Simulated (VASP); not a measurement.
Write the native input for VASP 6.6.1 that does the following.

- Task: relaxation of cell and atoms
- Functional: r2SCAN
- Potentials or basis: VASP PAW PBE potentials, release 64 (Ca_sv, Se)
- Cutoff: 600 eV
- k mesh: 6 × 6 × 6
- Occupations: fermi-dirac, width 0.02 eV
- Spin: no spin polarisation
- Dipole correction: no
- Further INCAR settings: ALGO = Normal; EDIFF = 1e-06; IBRION = 2; EDIFFG = -0.005; NSW = 80; ISIF = 3

Crystal: CaSe.

```
CELL_PARAMETERS angstrom
3.65124 0.00000 0.00000
0.00000 3.65124 0.00000
0.00000 0.00000 3.65124
ATOMIC_POSITIONS crystal
Ca 0.00000 0.00000 0.00000
Se 0.50000 0.50000 0.50000
```

The input as run:

POSCAR

```
CaSe
1.0
    3.6512355783      0.0000000000      0.0000000000
    0.0000000000      3.6512355783      0.0000000000
    0.0000000000      0.0000000000      3.6512355783
Ca Se
1 1
Direct
    0.0000000000      0.0000000000      0.0000000000
    0.5000000000      0.5000000000      0.5000000000
```

INCAR.step1

```
PREC = Accurate ; ENCUT = 600
ISMEAR = -1 ; SIGMA = 0.02
LREAL = F ; LASPH = T
NELM = 80 ; GGA = PE
ALGO = Normal ; EDIFF = 1E-4
LWAVE = T ; LCHARG = F
```

INCAR.step2

```
PREC = Accurate ; ENCUT = 600
EDIFF = 1E-6 ; ISMEAR = -1
SIGMA = 0.02 ; LREAL = F
LASPH = T ; NELM = 80
ALGO = Normal ; ISIF = 3
LWAVE = F ; LCHARG = F
METAGGA = R2SCAN ; LMIXTAU = T
IBRION = 2 ; NSW = 80
EDIFFG = -0.005 ; ISTART = 1
```

KPOINTS

```
Automatic mesh
0
Gamma
  6 6 6
```

Potentials or basis: VASP PAW PBE potentials, release 64 (Ca_sv, Se).

The run is started by

```sh
$ cat potpaw_PBE.64/Ca_sv/POTCAR potpaw_PBE.64/Se/POTCAR > POTCAR
$ cp INCAR.step1 INCAR
$ mpirun -np 1 vasp_std > vasp.out
$ cp INCAR.step2 INCAR
$ mpirun -np 1 vasp_std > vasp.out
```

It gave:

- Relaxed volume: 24.10 Å³/atom
- Relaxed cell: a = 3.639 Å, b = 3.639 Å, c = 3.639 Å, α = 90.00°, β = 90.00°, γ = 90.00°
- Space group after relaxing (to 0.1 Å): Pm-3m (No. 221)
- Energy gained by relaxing: 0.4 meV/atom
- Ionic steps: 3
- Pressure after relaxing: 0.0 GPa
- Band gap on the k mesh: 1.24 eV

Caveat: the structure was generated, so it needn't be the stable form of CaSe; the PAW data sets were made with another functional, which shifts forces and pressure a little.

Run time: 4 min on 1 thread of Oxide Virtual Turin-like Processor, on a shared host, peak memory 0.15 GiB.
